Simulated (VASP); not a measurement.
# TiSi2 (Immm) in VASP: a series of runs, part 3 of 3

VASP 6.6.1.

### 4 Single point, PBE

This run uses another cell than the first one, of 14.20 Å³/atom, 1.002 times its volume.

INCAR reads:

```
SYSTEM = TiSi2
  PREC = Accurate
  ENCUT = 520
  EDIFF = 1E-7
  ISMEAR = -1
  SIGMA = 0.05
  LREAL = .FALSE.
  LASPH = .TRUE.
  NELM = 60
  ALGO = Normal
  ISIF = 2
  LWAVE = .FALSE.
  LCHARG = .FALSE.
  GGA = PE
  NBANDS = 17
```

KPOINTS reads:

```
Automatic mesh
0
G
  12 12 12
  0 0 0
```

POSCAR reads:

```
TiSi2
1.0
   -1.4798991213      1.7118540609      4.2025722979
    1.4798991213     -1.7118540609      4.2025722979
    1.4798991213      1.7118540609     -4.2025722979
Ti Si
1 2
Direct
    0.0000000000      0.0000000000      0.0000000000
    0.6698794110      0.6698794110      0.0000000000
    0.3301205890      0.3301205890      0.0000000000
```

Potentials or basis: VASP PAW PBE potentials, release 64 (Ti_sv, Si).

On the command line:

```bash
$ cat potpaw_PBE.64/Ti_sv/POTCAR potpaw_PBE.64/Si/POTCAR > POTCAR
$ mpirun -np 1 vasp_std > vasp.out
```

OUTCAR:

```text
SYSTEM = TiSi2
   PREC = Accurate
   ENCUT = 520
   EDIFF = 1E-7
   ISMEAR = -1
   LREAL = .FALSE.
   LASPH = .TRUE.
   NELM = 60
   ISIF = 2
   GGA = PE

 ion  position               nearest neighbor table
   1  0.000  0.000  0.000-   2 2.68   3 2.68   2 2.68   3 2.68   2 2.68   3 2.68   3 2.68   2 2.68
                             2 2.77   3 2.77
   2  0.670  0.670  0.000-   3 2.63   3 2.63   3 2.63   3 2.63   1 2.68   1 2.68   1 2.68   1 2.68
                             1 2.77   3 2.86
   3  0.330  0.330  0.000-   2 2.63   2 2.63   2 2.63   2 2.63   1 2.68   1 2.68   1 2.68   1 2.68
                             1 2.77   2 2.86

  LATTYP: Found a body centered orthorhombic cell.
 ALAT       =     2.9597982426
 B/A-ratio  =     1.1567369939
 C/A-ratio  =     2.8397694393

  Lattice vectors:

 A1 = (  -1.4798991213,   1.7118540609,   4.2025722979)
 A2 = (   1.4798991213,  -1.7118540609,   4.2025722979)
 A3 = (   1.4798991213,   1.7118540609,  -4.2025722979)

Analysis of symmetry for initial positions (statically):
=====================================================================
 Subroutine PRICEL returns:
 Original cell was already a primitive cell.
[... 172 lines left out ...]

 val. band max:        9.9533606809   @ k =   0.4167   0.1667   0.0000
 cond. band min:       9.9685212260   @ k =  -0.4167   0.4167   0.3333
 fundamental gap:      0.0151605452
 Fermi energy:         9.9592718715

 k-point     1 :       0.0000    0.0000    0.0000
  band No.  band energies     occupation
      1     -46.3109      2.00000
      2     -22.6366      2.00000
      3     -22.6156      2.00000
      4     -22.3781      2.00000
      5      -2.5692      2.00000
      6       5.2426      2.00000
[... 457 lines left out ...]
      4     -22.4539      2.00000
      5      -0.3748      2.00000
      6       2.8534      2.00000
[... 9 lines left out ...]
     16      15.1713      0.00000
     17      17.7480      0.00000

 [... further k-points ...]

------------------------ aborting loop because EDIFF is reached ----------------------------------------

  FORCE on cell =-STRESS in cart. coord.  units (eV):
  Direction    XX          YY          ZZ          XY          YZ          ZX
  --------------------------------------------------------------------------------------
  -------------------------------------------------------------------------------------
  Total       -0.0142506     -0.0069019     -0.0072962      0.0000000      0.0000000      0.0000000
  in kB       -0.5361310     -0.2596616     -0.2744932      0.0000000      0.0000000      0.0000000
  external PRESSURE =      -0.3567619 kB  Pullay stress =       0.0000000 kB

 VOLUME and BASIS-vectors are now :
 -----------------------------------------------------------------------------
  energy-cutoff  :      520.00
  volume of cell :       42.59
      direct lattice vectors                 reciprocal lattice vectors
    -1.479899121  1.711854061  4.202572298     0.000000000  0.292080973  0.118974753
     1.479899121 -1.711854061  4.202572298     0.337860867  0.000000000  0.118974753
     1.479899121  1.711854061 -4.202572298     0.337860867  0.292080973  0.000000000

 POSITION                                       TOTAL-FORCE (eV/Angst)
 -----------------------------------------------------------------------------------
      0.00000      0.00000      0.00000        -0.000000     -0.000000     -0.000000
      0.00000      0.00000      5.63043         0.000000      0.000000     -0.006440
      0.00000      0.00000      2.77471        -0.000000     -0.000000      0.006440
 -----------------------------------------------------------------------------------
    total drift:                               -0.000000      0.000000      0.000000

  FREE ENERGIE OF THE ION-ELECTRON SYSTEM (eV)
  ---------------------------------------------------
  free  energy   TOTEN  =       -19.8587772359 eV

  energy  without entropy=      -19.8474791643  energy(sigma->0) =      -19.85312820
```

OSZICAR:

```text
N       E                     dE             d eps       ncg     rms          rms(c)
DAV:   1     0.131690854232E+03    0.13169E+03   -0.96226E+03  9528   0.121E+03
DAV:   2    -0.126187527690E+02   -0.14431E+03   -0.14036E+03  9731   0.315E+02
DAV:   3    -0.214421003053E+02   -0.88233E+01   -0.86370E+01 14566   0.718E+01
DAV:   4    -0.216806431465E+02   -0.23854E+00   -0.23801E+00 11680   0.108E+01
DAV:   5    -0.216882662450E+02   -0.76231E-02   -0.76215E-02 14863   0.185E+00    0.123E+01
DAV:   6    -0.202941529055E+02    0.13941E+01   -0.16209E+01 12491   0.342E+01    0.519E+00
DAV:   7    -0.199041922244E+02    0.38996E+00   -0.34698E+00 12045   0.153E+01    0.345E+00
DAV:   8    -0.198755937366E+02    0.28598E-01   -0.52064E-01 11267   0.642E+00    0.121E+00
DAV:   9    -0.198603652587E+02    0.15228E-01   -0.17729E-01 11236   0.395E+00    0.456E-01
DAV:  10    -0.198588605494E+02    0.15047E-02   -0.83163E-03 11643   0.743E-01    0.160E-01
DAV:  11    -0.198588696243E+02   -0.90749E-05   -0.34922E-03 13016   0.480E-01    0.135E-01
DAV:  12    -0.198587793393E+02    0.90285E-04   -0.61334E-04 11632   0.239E-01    0.157E-02
DAV:  13    -0.198587779613E+02    0.13781E-05   -0.11030E-05 11158   0.279E-02    0.150E-02
DAV:  14    -0.198587771596E+02    0.80162E-06   -0.26450E-06 11720   0.143E-02    0.220E-03
DAV:  15    -0.198587772359E+02   -0.76230E-07   -0.15768E-07  8198   0.287E-03
   1 F= -.19858777E+02 E0= -.19853128E+02  d E =-.112981E-01
```

Run time: 2.3 min. Hardware: 1 thread of Intel Xeon Platinum 8559C (Emerald Rapids), shared host; peak memory 0.34 GiB.

What came out:

```yaml
Free_energy: -19.8588 eV
Pressure: 0.0 GPa
Largest_force: 0.006 eV/Å
Band_gap_on_the_k_mesh: zero (band 10 reaches 11.28 eV, above the bottom of band 11 at 8.97 eV)
```

Forces on the atoms (eV/Å):
```
Ti   0.000  0.000  0.000
Si   0.000  0.000 -0.006
Si   0.000  0.000  0.006
```

### 5 Single point, LDA

This run uses another cell than the first one, of 14.45 Å³/atom, 1.020 times its volume.

INCAR reads:

```
SYSTEM = TiSi2
ALGO     = Normal         ! electronic algorithm
EDIFF    = 1E-6           ! SCF threshold, eV
ENCUT    = 520            ! plane-wave cutoff, eV
ISIF     = 2              ! what is computed and relaxed
ISMEAR   = -1             ! smearing method
LASPH    = .True.         ! aspherical terms in the spheres
LCHARG   = .False.        ! write CHGCAR
LREAL    = .False.        ! projectors in reciprocal space
LWAVE    = .False.        ! write WAVECAR
NBANDS   = 17             ! bands
NELM     = 80             ! most SCF steps
PREC     = Accurate       ! precision mode
SIGMA    = 0.05           ! smearing width, eV
```

KPOINTS reads:

```
k-points
0
Gamma
  12 12 12
  0 0 0
```

POSCAR reads:

```
TiSi2
1.0
   -1.4826264035      1.7234689397      4.2399784024
    1.4826264035     -1.7234689397      4.2399784024
    1.4826264035      1.7234689397     -4.2399784024
Ti Si
1 2
Direct
    0.0000000000      0.0000000000      0.0000000000
    0.6700780000      0.6700780000      0.0000000000
    0.3299220000      0.3299220000      0.0000000000
```

Potentials or basis: VASP PAW LDA potentials, release 64 (Ti_sv, Si).

On the command line:

```bash
$ cat potpaw_LDA.64/Ti_sv/POTCAR potpaw_LDA.64/Si/POTCAR > POTCAR
$ mpirun -np 1 vasp_std > vasp.out
```

Wall time 2.2 min (1 thread of Intel Xeon Platinum 8559C (Emerald Rapids), shared host); peak memory 0.32 GiB.

It converged, with:

```
Free energy            : -21.8755 eV
Pressure               : -8.8 GPa
Largest force          : 0.124 eV/Å
Band gap on the k mesh : zero (band 10 reaches 10.91 eV, above the bottom of band 11 at 8.68 eV)
```

Forces on the atoms (eV/Å):
```
Ti   0.000  0.000  0.000
Si   0.000  0.000 -0.124
Si   0.000  0.000  0.124
```

Stress tensor (GPa, compression positive):
```
-7.88  0.00  0.00
 0.00 -9.00  0.00
 0.00  0.00 -9.53
```

Levels at points of the mesh, in eV from the Fermi level:
```
           k point  band 6  band 7  band 8  band 9  band 10  band 11  band 12  band 13  band 14  band 15
(0.00, 0.00, 0.00)   -4.61   -4.12   -2.09   -0.59     0.72     2.03     2.31     3.10     3.65     3.96
(0.50, 0.00, 0.00)   -8.96   -4.20   -3.67   -0.66     0.91     1.97     2.47     3.38     4.00     5.37
(0.00, 0.50, 0.00)   -7.99   -3.49   -3.32   -0.92    -0.42     0.95     2.75     3.23     3.90     4.07
(0.50, 0.50, 0.00)   -5.13   -4.90   -4.69   -2.81    -1.26    -0.57     2.66     2.78     3.04     3.35
(0.50, 0.50, 0.50)   -8.67   -1.25   -1.19   -0.32     0.42     1.89     2.36     2.41     3.59     3.63
```

### 6 The runs side by side

| level | potentials or basis | cell | gap on the mesh (eV) | pressure (GPa) | largest force (eV/Å) |
| --- | --- | --- | --- | --- | --- |
| LDA | VASP PAW LDA potentials, release 64 (Ti_sv, Si) | a = 4.779 Å, angles 144.1, 138.0, 56.4°, 3 atoms | none | -6.4 | 0.11 |
| PBEsol | VASP PAW PBE potentials, release 64 (Ti_sv, Si) | a = 4.779 Å, angles 144.1, 138.0, 56.4°, 3 atoms | none | -3.5 | 0.07 |
| PBE | VASP PAW PBE potentials, release 64 (Ti_sv, Si) | a = 4.773 Å, angles 143.9, 138.0, 56.6°, 3 atoms | none | 0.0 | 0.01 |
| LDA | VASP PAW LDA potentials, release 64 (Ti_sv, Si) | a = 4.811 Å, angles 144.1, 138.0, 56.4°, 3 atoms | none | -8.8 | 0.12 |

Alike in all rows: task single point; no spin polarisation; k mesh 12 × 12 × 12; cutoff (eV) 520; smearing fermi-dirac 0.05 eV.

Caveats: the PAW data sets were made with another functional, which shifts forces and pressure a little (some runs).

Absolute energies hang on the potentials; compare differences alone.
